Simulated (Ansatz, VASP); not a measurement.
**Two plane-wave programs on BiTe5**

```
Bi Te
1.0
     0.00000    4.50138    4.50138
     4.50138    0.00000    4.50138
     4.50138    4.50138    0.00000
Bi Te
1 5
Direct
  0.00000 0.00000 0.00000
  0.25000 0.25000 0.25000
  0.12618 0.62461 0.62461
  0.62461 0.62461 0.62461
  0.62461 0.12618 0.62461
  0.62461 0.62461 0.12618
```

Change from the starting cell: species swapped into the ZrCu5 type (F-43m, No. 216).

Alike in both runs: task relaxation of cell and atoms; functional PBE; k mesh 8 × 8 × 8; occupations gaussian, width 0.1 eV; no spin polarisation.

|  | VASP | Ansatz |
| --- | --- | --- |
| version | VASP 6.6.1 | Ansatz 0.2.0 |
| potentials or method | VASP PAW PBE potentials, release 64 (Bi_d, Te), cutoff 600 eV | scalar-relativistic, plane waves, PAW |
| valence electrons in the cell | 45 | 95 |

Ansatz gave:

| Item | Value |
| --- | --- |
| gap on the k mesh at the Fermi level, each at its own relaxed structure (eV) | none |
| relaxed volume (Å³/atom) | 30.40 |
| relaxed length of the cell vector where the two differ most in proportion (Å) | 6.366 |

Q: Which values does VASP return?

A: gap on the k mesh at the Fermi level, each at its own relaxed structure (eV): none; relaxed volume (Å³/atom): 30.34; relaxed length of the cell vector where the two differ most in proportion (Å): 6.362.

A gap of «none» marks a metal or a gap that the smearing closes. VASP's potentials hold 45 valence electrons a cell and Ansatz's 95, so a difference there can come from the potentials and not from the codes.

Spin-orbit coupling is off throughout.
